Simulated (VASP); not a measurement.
# Ta2N (P-3m1) in VASP: notebook

The runs below take Ta2N through relaxation of cell and atoms, single point, with PBEsol+U.

Program: VASP 6.6.1. These are calculated values, not measurements. Logs are shortened: lines on timing, memory, paths and dates and some standing lists are left out, and cuts for length are marked.

## 1. The cell of the first run

It takes space group P-3m1 (No. 164, trigonal). The conventional cell has a = 3.113 Å, b = 3.113 Å, c = 4.870 Å, α = 90.00°, β = 90.00°, γ = 120.00°. Within 3.2 Å of Ta (site symmetry 3m) lie 3 N at 2.18 Å and 12 Ta at 2.99 to 3.11 Å. N (site symmetry -3m) has 6 Ta at 2.18 Å within 2.9 Å.

## 2. Relaxation of cell and atoms, PBEsol+U

The input, INCAR:

```
PREC     = Accurate       # precision mode
ENCUT    = 600            # plane-wave cutoff, eV
EDIFF    = 1E-6           # SCF threshold, eV
ISMEAR   = -1             # smearing method
SIGMA    = 0.05           # smearing width, eV
LREAL    = False          # projectors in reciprocal space
LASPH    = True           # aspherical terms in the spheres
NELM     = 150            # most SCF steps
ALGO     = Normal         # electronic algorithm
ISIF     = 3              # what is computed and relaxed
LWAVE    = False          # write WAVECAR
LCHARG   = False          # write CHGCAR
LMAXMIX  = 4              # l up to which the mixer works
LDAU     = True           # DFT+U
LDAUTYPE = 2            
LDAUL    = 2 -1           # shell
LDAUU    = 4 0            # U, eV
LDAUJ    = 0 0          
LDAUPRINT= 1            
GGA      = PS             # functional
IBRION   = 2              # ionic algorithm
NSW      = 60             # ionic steps
EDIFFG   = -0.01          # ionic threshold
```

The input, KPOINTS:

```
Automatic mesh
0
Gamma
  10 10 6
```

The input, POSCAR:

```
Ta2N
1.0
    3.1128615060      0.0000000000      0.0000000000
   -1.5564307530      2.6958171426      0.0000000000
    0.0000000000      0.0000000000      4.8698410000
Ta N
2 1
Direct
    0.3333333333      0.6666666667      0.2547110000
    0.6666666667      0.3333333333      0.7452890000
    0.0000000000      0.0000000000      0.0000000000
```

Potentials or basis: VASP PAW PBE potentials, release 64 (Ta_pv, N).

Launch:

```bash
cat potpaw_PBE.64/Ta_pv/POTCAR potpaw_PBE.64/N/POTCAR > POTCAR
mpirun -np 1 vasp_std > vasp.out
```

OUTCAR:

```text
PREC = Accurate
   ENCUT = 600
   EDIFF = 1E-6
   ISMEAR = -1
   LREAL = False
   LASPH = True
   NELM = 150
   ISIF = 3
   GGA = PS
   IBRION = 2
   NSW = 60
   EDIFFG = -0.01

 ion  position               nearest neighbor table
   1  0.333  0.667  0.255-   3 2.18   3 2.18   3 2.18   2 2.99   2 2.99   2 2.99   2 3.06   2 3.06
                             2 3.06
   2  0.667  0.333  0.745-   3 2.18   3 2.18   3 2.18   1 2.99   1 2.99   1 2.99   1 3.06   1 3.06
                             1 3.06
   3  0.000  0.000  0.000-   1 2.18   2 2.18   1 2.18   2 2.18   2 2.18   1 2.18

  LATTYP: Found a hexagonal cell.
 ALAT       =     3.1128615060
 C/A-ratio  =     1.5644258476

  Lattice vectors:

 A1 = (   3.1128615060,   0.0000000000,   0.0000000000)
 A2 = (  -1.5564307530,   2.6958171426,   0.0000000000)
 A3 = (   0.0000000000,   0.0000000000,   4.8698410000)

Analysis of symmetry for initial positions (statically):
=====================================================================
 Subroutine PRICEL returns:
 Original cell was already a primitive cell.

 Routine SETGRP: Setting up the symmetry group for a
 hexagonal supercell.

 Subroutine GETGRP returns: Found 12 space group operations
 (whereof 12 operations were pure point group operations)
 out of a pool of 24 trial point group operations.

The static configuration has the point symmetry D_3d.

Analysis of symmetry for dynamics (positions and initial velocities):
=====================================================================
 Subroutine PRICEL returns:
 Original cell was already a primitive cell.

 Routine SETGRP: Setting up the symmetry group for a
 hexagonal supercell.

 Subroutine GETGRP returns: Found 12 space group operations
 (whereof 12 operations were pure point group operations)
 out of a pool of 24 trial point group operations.

The dynamic configuration has the point symmetry D_3d.

 Subroutine INISYM returns: Found 12 space group operations
 (whereof 12 operations are pure point group operations),
 and found     1 'primitive' translations

----------------------------------------------------------------------------------------

                                     Primitive cell

  volume of cell :      40.8663

  direct lattice vectors                    reciprocal lattice vectors
     3.112861506  0.000000000  0.000000000     0.321247829  0.185472520  0.000000000
    -1.556430753  2.695817143  0.000000000     0.000000000  0.370945041  0.000000000
     0.000000000  0.000000000  4.869841000     0.000000000  0.000000000  0.205345513

  length of vectors
     3.112861506  3.112861506  4.869841000     0.370945041  0.370945041  0.205345513

  position of ions in fractional coordinates (direct lattice)
     0.333333333  0.666666667  0.254711000
     0.666666667  0.333333333  0.745289000
     0.000000000  0.000000000  0.000000000

  ion indices of the primitive-cell ions
   primitive index   ion index
                 1           1
                 2           2
                 3           3

----------------------------------------------------------------------------------------

 KPOINTS: Automatic mesh

[... 108 lines left out ...]
   NGX = 13   NGY = 13   NGZ = 19

--------------------------------------- Ionic step        1  -------------------------------------------

 number of electron      26.9999997 magnetization

 Free energy of the ion-electron system (eV)
  ---------------------------------------------------
  ext. energy  EPLUGINS =         0.00000000
  ---------------------------------------------------
  free energy    TOTEN  =       -29.33203553 eV

  energy without entropy =      -29.31939203  energy(sigma->0) =      -29.32571378

------------------------ aborting loop because EDIFF is reached ----------------------------------------

  FORCE on cell =-STRESS in cart. coord.  units (eV):
  Direction    XX          YY          ZZ          XY          YZ          ZX
  --------------------------------------------------------------------------------------
  -------------------------------------------------------------------------------------
  Total        0.2992822      0.2992822      1.4018247      0.0000000     -0.0000000      0.0000000
  in kB       11.7334681     11.7334681     54.9590572      0.0000000     -0.0000000      0.0000000
  external PRESSURE =      26.1419978 kB  Pullay stress =       0.0000000 kB
[... 203 lines left out ...]
  FREE ENERGIE OF THE ION-ELECTRON SYSTEM (eV)
  ---------------------------------------------------
  free  energy   TOTEN  =       -29.3474558544 eV

  energy  without entropy=      -29.3363825984  energy(sigma->0) =      -29.34191923

atom =   1  type =  1  l = 2

 onsite density matrix

spin component  1

  0.2228 -0.0000  0.0000 -0.0093  0.0000
 -0.0000  0.2119  0.0000  0.0000 -0.0093
  0.0000  0.0000  0.2458  0.0000 -0.0000
 -0.0093  0.0000  0.0000  0.2119 -0.0000
  0.0000 -0.0093 -0.0000 -0.0000  0.2228

spin component  2

  0.2228 -0.0000  0.0000 -0.0093  0.0000
 -0.0000  0.2119  0.0000  0.0000 -0.0093
  0.0000  0.0000  0.2458  0.0000 -0.0000
 -0.0093  0.0000  0.0000  0.2119 -0.0000
  0.0000 -0.0093 -0.0000 -0.0000  0.2228

 occupancies and eigenvectors

  o =  0.2065  v =  0.0000  0.8666  0.0000 -0.0000  0.4991  0.0000  0.0000  0.0000  0.0000  0.0000      0.0000  0.0000  0.0000  0.0000  0.0000  0.0000  0.0000  0.0000  0.0000  0.0000
  o =  0.2065  v =  0.0000  0.0000  0.0000  0.0000  0.0000  0.0000  0.8666  0.0000 -0.0000  0.4991      0.0000  0.0000  0.0000  0.0000  0.0000  0.0000  0.0000  0.0000  0.0000  0.0000
  o =  0.2065  v =  0.0000  0.0000  0.0000  0.0000  0.0000  0.4991  0.0000 -0.0000  0.8666 -0.0000      0.0000  0.0000  0.0000  0.0000  0.0000  0.0000  0.0000  0.0000  0.0000  0.0000
  o =  0.2065  v =  0.4991  0.0000 -0.0000  0.8666 -0.0000  0.0000  0.0000  0.0000  0.0000  0.0000      0.0000  0.0000  0.0000  0.0000  0.0000  0.0000  0.0000  0.0000  0.0000  0.0000
  o =  0.2281  v =  0.0000 -0.4991  0.0000  0.0000  0.8666  0.0000  0.0000  0.0000  0.0000  0.0000      0.0000  0.0000  0.0000  0.0000  0.0000  0.0000  0.0000  0.0000  0.0000  0.0000
  o =  0.2281  v =  0.0000  0.0000  0.0000  0.0000  0.0000  0.0000 -0.4991  0.0000  0.0000  0.8666      0.0000  0.0000  0.0000  0.0000  0.0000  0.0000  0.0000  0.0000  0.0000  0.0000
  o =  0.2281  v =  0.0000  0.0000  0.0000  0.0000  0.0000 -0.8666  0.0000 -0.0000  0.4991 -0.0000      0.0000  0.0000  0.0000  0.0000  0.0000  0.0000  0.0000  0.0000  0.0000  0.0000
  o =  0.2281  v = -0.8666  0.0000 -0.0000  0.4991 -0.0000  0.0000  0.0000  0.0000  0.0000  0.0000      0.0000  0.0000  0.0000  0.0000  0.0000  0.0000  0.0000  0.0000  0.0000  0.0000
  o =  0.2458  v =  0.0000  0.0000  1.0000  0.0000 -0.0000  0.0000  0.0000  0.0000  0.0000  0.0000      0.0000  0.0000  0.0000  0.0000  0.0000  0.0000  0.0000  0.0000  0.0000  0.0000
  o =  0.2458  v =  0.0000  0.0000  0.0000  0.0000  0.0000  0.0000  0.0000  1.0000  0.0000 -0.0000      0.0000  0.0000  0.0000  0.0000  0.0000  0.0000  0.0000  0.0000  0.0000  0.0000

atom =   2  type =  1  l = 2

 onsite density matrix

spin component  1

  0.2228 -0.0000  0.0000 -0.0093 -0.0000
 -0.0000  0.2119  0.0000  0.0000 -0.0093
  0.0000  0.0000  0.2458  0.0000 -0.0000
 -0.0093  0.0000  0.0000  0.2119 -0.0000
 -0.0000 -0.0093 -0.0000 -0.0000  0.2228

spin component  2

  0.2228 -0.0000  0.0000 -0.0093 -0.0000
 -0.0000  0.2119  0.0000  0.0000 -0.0093
  0.0000  0.0000  0.2458  0.0000 -0.0000
 -0.0093  0.0000  0.0000  0.2119 -0.0000
 -0.0000 -0.0093 -0.0000 -0.0000  0.2228

 occupancies and eigenvectors

  o =  0.2065  v =  0.0000 -0.8666 -0.0000  0.0000 -0.4991  0.0000  0.0000  0.0000  0.0000  0.0000      0.0000  0.0000  0.0000  0.0000  0.0000  0.0000  0.0000  0.0000  0.0000  0.0000
  o =  0.2065  v =  0.0000  0.0000  0.0000  0.0000  0.0000  0.0000 -0.8666 -0.0000  0.0000 -0.4991      0.0000  0.0000  0.0000  0.0000  0.0000  0.0000  0.0000  0.0000  0.0000  0.0000
  o =  0.2065  v =  0.0000  0.0000  0.0000  0.0000  0.0000  0.4991  0.0000 -0.0000  0.8666  0.0000      0.0000  0.0000  0.0000  0.0000  0.0000  0.0000  0.0000  0.0000  0.0000  0.0000
  o =  0.2065  v =  0.4991  0.0000 -0.0000  0.8666  0.0000  0.0000  0.0000  0.0000  0.0000  0.0000      0.0000  0.0000  0.0000  0.0000  0.0000  0.0000  0.0000  0.0000  0.0000  0.0000
  o =  0.2281  v =  0.0000  0.4991 -0.0000  0.0000 -0.8666  0.0000  0.0000  0.0000  0.0000  0.0000      0.0000  0.0000  0.0000  0.0000  0.0000  0.0000  0.0000  0.0000  0.0000  0.0000
  o =  0.2281  v =  0.0000  0.0000  0.0000  0.0000  0.0000  0.0000  0.4991 -0.0000  0.0000 -0.8666      0.0000  0.0000  0.0000  0.0000  0.0000  0.0000  0.0000  0.0000  0.0000  0.0000
  o =  0.2281  v = -0.8666  0.0000 -0.0000  0.4991  0.0000  0.0000  0.0000  0.0000  0.0000  0.0000      0.0000  0.0000  0.0000  0.0000  0.0000  0.0000  0.0000  0.0000  0.0000  0.0000
  o =  0.2281  v =  0.0000  0.0000  0.0000  0.0000  0.0000 -0.8666  0.0000 -0.0000  0.4991  0.0000      0.0000  0.0000  0.0000  0.0000  0.0000  0.0000  0.0000  0.0000  0.0000  0.0000
  o =  0.2458  v =  0.0000  0.0000  0.0000  0.0000  0.0000  0.0000  0.0000  1.0000  0.0000 -0.0000      0.0000  0.0000  0.0000  0.0000  0.0000  0.0000  0.0000  0.0000  0.0000  0.0000
  o =  0.2458  v =  0.0000  0.0000  1.0000  0.0000 -0.0000  0.0000  0.0000  0.0000  0.0000  0.0000      0.0000  0.0000  0.0000  0.0000  0.0000  0.0000  0.0000  0.0000  0.0000  0.0000

--------------------------------------- Ionic step        7  -------------------------------------------

 number of electron      27.0000001 magnetization

 Free energy of the ion-electron system (eV)
  ---------------------------------------------------
  ext. energy  EPLUGINS =         0.00000000
  ---------------------------------------------------
  free energy    TOTEN  =       -29.34749890 eV

  energy without entropy =      -29.33640812  energy(sigma->0) =      -29.34195351

 E-fermi :   7.8814     XC(G=0): -12.9658

 val. band max:        7.8568802336   @ k =   0.0000   0.0000   0.0000
 cond. band min:       7.8818395913   @ k =   0.2000   0.1000   0.3333
 fundamental gap:      0.0249593577
 Fermi energy:         7.8813603745

 k-point     1 :       0.0000    0.0000    0.0000
  band No.  band energies     occupation
      1     -28.7094      2.00000
      2     -28.0080      2.00000
      3     -28.0080      2.00000
      4     -27.8997      2.00000
      5     -27.8997      2.00000
      6     -27.8408      2.00000
[... 457 lines left out ...]
      4     -28.1821      2.00000
      5     -28.0252      2.00000
      6     -27.9994      2.00000
[... 9 lines left out ...]
     16      11.5634      0.00000
     17      11.6561      0.00000

 [... further k-points ...]
[... 5 lines left out ...]
  --------------------------------------------------------------------------------------
  -------------------------------------------------------------------------------------
  Total        0.0024604      0.0024604      0.0082798      0.0000000      0.0000000      0.0000000
  in kB        0.0958027      0.0958027      0.3223970      0.0000000      0.0000000      0.0000000
  external PRESSURE =       0.1713341 kB  Pullay stress =       0.0000000 kB
[... 18 lines left out ...]
  FREE ENERGIE OF THE ION-ELECTRON SYSTEM (eV)
  ---------------------------------------------------
  free  energy   TOTEN  =       -29.3474989039 eV

  energy  without entropy=      -29.3364081229  energy(sigma->0) =      -29.34195351

 reached required accuracy - stopping structural energy minimisation
```

Wall time 1.8 min (1 thread of Intel Xeon 6975P-C (Granite Rapids), shared host); peak memory 0.23 GiB.

Results:

* Free energy: -29.3475 eV
* Relaxed volume: 13.72 Å³/atom
* Relaxed cell: a = 3.094 Å, b = 3.094 Å, c = 4.963 Å, α = 90.00°, β = 90.00°, γ = 120.00°
* Space group after relaxing (to 0.1 Å): P-3m1 (No. 164)
* Energy gained by relaxing: 5.2 meV/atom
* Ionic steps: 7
* Pressure after relaxing: 0.0 GPa
* Band gap on the k mesh: zero (an odd number of electrons rules out a gap without spin polarisation)

Step by step:
```csv
step,energy change (eV),largest force (eV/Å),pressure (GPa),volume (Å³)
1,0.0000,0.2660,2.61,40.87
2,0.0081,0.1528,-6.74,42.19
3,-0.0084,0.0781,-1.46,41.41
4,-0.0154,0.0009,-0.20,41.17
5,-0.0155,0.0042,-0.15,41.17
6,-0.0154,0.0133,0.28,41.11
7,-0.0155,0.0015,0.02,41.15
```

Final structure:
```
Ta N
1.0
     3.09410    0.00000    0.00000
    -1.54705    2.67957    0.00000
     0.00000    0.00000    4.96294
Ta N
2 1
Cartesian
  0.0000 1.7864 1.2773
  1.5471 0.8932 3.6856
  0.0000 0.0000 0.0000
```

Levels at points of the mesh, in eV from the Fermi level:
| k point | band 10 | band 11 | band 12 | band 13 | band 14 | band 15 | band 16 | band 17 |
| --- | --- | --- | --- | --- | --- | --- | --- | --- |
| (0.00, 0.00, 0.00) | -5.95 | -5.65 | -0.90 | -0.18 | -0.18 | -0.02 | 0.58 | 0.58 |
| (0.50, 0.00, 0.00) | -6.33 | -4.60 | -2.86 | -1.67 | 1.39 | 2.01 | 3.85 | 3.96 |
| (0.00, 0.00, 0.50) | -6.10 | -3.31 | -3.11 | -0.93 | -0.93 | 1.51 | 1.55 | 2.40 |
| (0.50, 0.00, 0.50) | -6.12 | -3.50 | -2.48 | -2.34 | -0.64 | 0.79 | 3.65 | 3.71 |

Eigenvalues of the final occupation matrices:
```csv
site,spin,trace,eigenvalues
site 1 d,1,1.12,0.21 0.21 0.23 0.23 0.25
site 1 d,2,1.12,0.21 0.21 0.23 0.23 0.25
site 2 d,1,1.12,0.21 0.21 0.23 0.23 0.25
site 2 d,2,1.12,0.21 0.21 0.23 0.23 0.25
```

Caveat: the PAW data sets were made with another functional, which shifts forces and pressure a little; spin-orbit coupling is left out, which moves the levels of the heavy elements; U without spin polarisation on a metal has little footing.

(Part 1 of 2 ends here.)

The gap in the log of VASP goes by the Fermi energy; the results here count the filled bands.